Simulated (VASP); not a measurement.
W2Se3, 10 atoms in the cell. The cell holds a slab with vacuum, 10 atoms: a = 3.320 Å, b = 3.320 Å, c = 47.472 Å, α = 90.00°, β = 90.00°, γ = 120.00°. 

```yaml
Program: VASP 6.6.1
Task: single point
Functional: PBE
Potentials_or_basis: VASP PAW PBE potentials, release 64 (W_sv, Se)
Cutoff: 520 eV
k_mesh: 9 × 9 × 1
Occupations: gaussian, width 0.05 eV
Spin: no spin polarisation
Dipole_correction: yes
Further_INCAR_settings: ALGO = Normal; EDIFF = 1e-06; NBANDS = 57
```

Potentials or basis: VASP PAW PBE potentials, release 64 (W_sv, Se).

Launch:

```console
$ cat potpaw_PBE.64/W_sv/POTCAR potpaw_PBE.64/Se/POTCAR > POTCAR
$ mpirun -np 1 vasp_std > vasp.out
```

Hardware: 1 thread of Intel(R) Xeon(R) Platinum 8259CL CPU @ 2.50GHz (Skylake/Cascade Lake) (shared host).

Q: Estimate the wall time of this run.

A: It took 17 min on 1 thread of Intel(R) Xeon(R) Platinum 8259CL CPU @ 2.50GHz (Skylake/Cascade Lake), on a shared host, peak memory 0.73 GiB. Counts: scf iterations 24, k points 12.
